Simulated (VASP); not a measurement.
The system is KF.

```
K F
1.0
     4.54619    0.00000    0.00000
    -2.27310    3.93712    0.00000
     0.00000    0.00000    5.37599
K F
2 2
Direct
  0.33333 0.66667 0.25000
  0.66667 0.33333 0.75000
  0.66667 0.33333 0.25000
  0.33333 0.66667 0.75000
```

```yaml
Program: VASP 6.6.1
Task: relaxation of cell and atoms
Functional: PBEsol
Potentials_or_basis: VASP PAW PBE potentials, release 64 (K_sv, F)
Cutoff: 600 eV
k_mesh: 6 × 6 × 4
Occupations: fermi-dirac, width 0.02 eV
Spin: no spin polarisation
```

At the start: pressure -1.3 GPa; volume 24.06 Å³/atom.

Problem. How do energy, volume and symmetry change on relaxing?

Solution. Over 5 steps the energy falls by 5.8 meV/atom and the volume is 22.73 Å³/atom (-5.5 %); space group P6_3/mmc (No. 194, to 0.05 Å).

The path:
```tsv
step	energy change (eV)	largest force (eV/Å)	pressure (GPa)	volume (Å³)
1	0.0000	0.0000	-1.31	96.22
2	-0.0174	0.0000	-0.70	93.51
3	-0.0232	0.0000	-0.05	91.08
4	-0.0232	0.0000	0.00	90.93
5	-0.0232	0.0000	0.00	90.92
```

Final structure:
```yaml
crystal:
  lattice:
    - [4.46733, 0.00000, 0.00000]
    - [-2.23367, 3.86882, 0.00000]
    - [0.00000, 0.00000, 5.26050]
  atoms:
    - { symbol: K, position: [0.33333, 0.66667, 0.25000] }
    - { symbol: K, position: [0.66667, 0.33333, 0.75000] }
    - { symbol: F, position: [0.66667, 0.33333, 0.25000] }
    - { symbol: F, position: [0.33333, 0.66667, 0.75000] }
```

Caveat: the PAW data sets were made with another functional, which shifts forces and pressure a little.
